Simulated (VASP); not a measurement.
Wanted: the native input for a VASP 6.6.1 run.

```
Task                   : single point
Functional             : PBE
Dispersion             : D4
Potentials or basis    : VASP PAW PBE potentials, release 64 (W_sv, Se)
Cutoff                 : 520 eV
k mesh                 : 12 × 12 × 2
Occupations            : fermi-dirac, width 0.02 eV
Spin                   : no spin polarisation
Dipole correction      : no
Further INCAR settings : ALGO = Normal; EDIFF = 1e-07; NBANDS = 35
```

The structure of WSe2 lies in POSCAR:

```
WSe2
1.0
    3.2787184263      0.0000000000      0.0000000000
   -1.6393592132      2.8394534490      0.0000000000
    0.0000000000      0.0000000000     12.8382147106
W Se
2 4
Direct
    0.3333333333      0.6666666667      0.2500000000
    0.6666666667      0.3333333333      0.7500000000
    0.6666666667      0.3333333333      0.3812977483
    0.6666666667      0.3333333333      0.1187022517
    0.3333333333      0.6666666667      0.8812977483
    0.3333333333      0.6666666667      0.6187022517
```

One way to write it, as run:

INCAR

```
SYSTEM = WSe2
  PREC = Accurate
  ENCUT = 520
  EDIFF = 1E-7
  ISMEAR = -1
  SIGMA = 0.02
  LREAL = .False.
  LASPH = .True.
  NELM = 100
  ALGO = Normal
  ISIF = 2
  LWAVE = .False.
  LCHARG = .True.
  GGA = PE
  IVDW = 13
  LELF = .True.
  LVHAR = .True.
  NBANDS = 35
```

KPOINTS

```
regular mesh
0
Gamma
  12 12 2
  0 0 0
```

Potentials or basis: VASP PAW PBE potentials, release 64 (W_sv, Se).

The run is started by

```sh
$ cat potpaw_PBE.64/W_sv/POTCAR potpaw_PBE.64/Se/POTCAR > POTCAR
$ mpirun -np 1 vasp_std > vasp.out
```

Results of the run:

- Pressure: 0.3 GPa
- Largest force: 0.040 eV/Å
- Band gap on the k mesh: 0.91 eV (least direct gap 1.57 eV)
- Dispersion energy per atom: -0.496 eV

Caveat: spin-orbit coupling is left out, which moves the levels of the heavy elements.

Wall time 74 s on 1 thread of Intel(R) Xeon(R) 6975P-C (Granite Rapids), on a shared host, peak memory 0.29 GiB.
